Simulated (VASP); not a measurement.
Here is a VASP 6.6.1 calculation.

The input INCAR:

```
  AGGAC = 1.0
  AGGAX = 1.0
  ALDAC = 0.0
  ALDAX = 1.0
  ALGO = Normal
  EDIFF = 1E-6
  ENCUT = 520
  GGA = B5
  ISIF = 2
  ISMEAR = -1
  LASPH = True
  LCHARG = False
  LREAL = False
  LWAVE = False
  NBANDS = 58
  NELM = 60
  PREC = Accurate
  SIGMA = 0.1
```

The input KPOINTS:

```
k-points
0
Gamma
  7 7 7
```

POSCAR

```
Cr
1.0
    4.5914159174      0.0000000000      0.0000000000
    0.0000000000      4.5914159174      0.0000000000
    0.0000000000      0.0000000000      4.5914159174
Cr
8
Direct
    0.0000000000      1.0000000000      1.0000000000
    0.5000000000      0.5000000000      0.5000000000
    0.2500000000      0.0000000000      0.5000000000
    0.7500000000      0.0000000000      0.5000000000
    0.5000000000      0.2500000000      1.0000000000
    0.5000000000      0.7500000000      1.0000000000
    0.0000000000      0.5000000000      0.2500000000
    1.0000000000      0.5000000000      0.7500000000
```

Potentials or basis: VASP PAW PBE potentials, release 64 (Cr_pv).

Launch:

```sh
$ cat potpaw_PBE.64/Cr_pv/POTCAR > POTCAR
$ mpirun -np 1 vasp_std > vasp.out
```

**Question.** Estimate the pressure.

**Answer.** -0.1 GPa.

**Question.** What does it give for the band gap on the k mesh?

**Answer.** Zero (band 48 reaches 10.68 eV, above the bottom of band 49 at 10.36 eV).

Caveat: the PAW data sets were made with another functional, which shifts forces and pressure a little; the run has no spin polarisation, though such a crystal can be magnetic. Spin polarisation is off, so any magnetic state and its effect on volume and gap are missing.
